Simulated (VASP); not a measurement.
TaN, 2 atoms in the cell. Symmetry: Fmm2, No. 42, orthorhombic system. The conventional cell has a = 4.365 Å, b = 4.519 Å, c = 4.365 Å, α = 90.00°, β = 90.00°, γ = 90.00°. Ta (site symmetry mm2) has 6 N at 2.09 to 2.28 Å within 2.8 Å. Within 2.8 Å of N (site symmetry mm2) lie 6 Ta at 2.09 to 2.28 Å.  This cell differs from its parent crystal: atoms displaced along a vibrational mode, the cell strained.

- Program: VASP 6.6.1
- Task: single point
- Functional: PBE
- Potentials or basis: VASP PAW PBE potentials, release 64 (Ta_sv_GW, N)
- Cutoff: 700 eV
- k mesh: 18 × 18 × 18
- Occupations: gaussian, width 0.15 eV
- Spin: no spin polarisation
- Dipole correction: no
- Further INCAR settings: ALGO = Normal; EDIFF = 1e-06; NBANDS = 16

Potentials or basis: VASP PAW PBE potentials, release 64 (Ta_sv_GW, N).

The run is started by

```console
$ cat potpaw_PBE.64/Ta_sv_GW/POTCAR potpaw_PBE.64/N/POTCAR > POTCAR
$ mpirun -np 1 vasp_std > vasp.out
```

Hardware: 1 thread of Intel(R) Xeon(R) Platinum 8488C (Sapphire Rapids), on a shared host.

**Question.** How long does it take, and how much memory?

**Answer.** Wall time 3.6 min on 1 thread of Intel(R) Xeon(R) Platinum 8488C (Sapphire Rapids), on a shared host, peak memory 0.59 GiB. Counts: scf iterations 13, k points 865.
